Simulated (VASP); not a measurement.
## Ge: single point with LDA

The system is Ge.

```
Ge
1.0
    -1.54183    1.54183    1.90278
     1.54183   -1.54183    1.90278
     1.54183    1.54183   -1.90278
Ge
1
Cartesian
  0.0000 0.0000 1.9028
```

* Program: VASP 6.6.1
* Task: single point
* Functional: LDA
* Potentials or basis: VASP PAW LDA potentials, release 64 (Ge_d)
* Cutoff: 520 eV
* k mesh: 12 × 12 × 12
* Occupations: fermi-dirac, width 0.05 eV
* Spin: no spin polarisation
* Dipole correction: no
* Further INCAR settings: ALGO = Normal; EDIFF = 1e-06; NBANDS = 13

```yaml
Pressure: -0.1 GPa
Band_gap_on_the_k_mesh: zero (bands 7 and 8 overlap by 11.95 eV)
```

Levels at points of the mesh, in eV from the Fermi level:
```csv
k point,band 4,band 5,band 6,band 7,band 8,band 9,band 10,band 11
"(0.00, 0.00, 0.00)",-24.92,-24.87,-13.66,9.01,9.26,9.26,14.20,14.20
"(0.50, 0.00, 0.00)",-24.86,-24.83,-8.09,-5.86,5.72,7.71,11.28,11.51
"(0.50, 0.50, 0.00)",-24.85,-24.81,-6.54,-5.06,2.91,4.02,7.52,7.55
"(0.50, 0.50, 0.50)",-24.82,-24.82,-4.05,-3.37,1.17,1.17,4.96,5.68
```

Run time: 38 s on 1 thread of Intel Xeon 8259CL, on a shared host, peak memory 0.15 GiB.
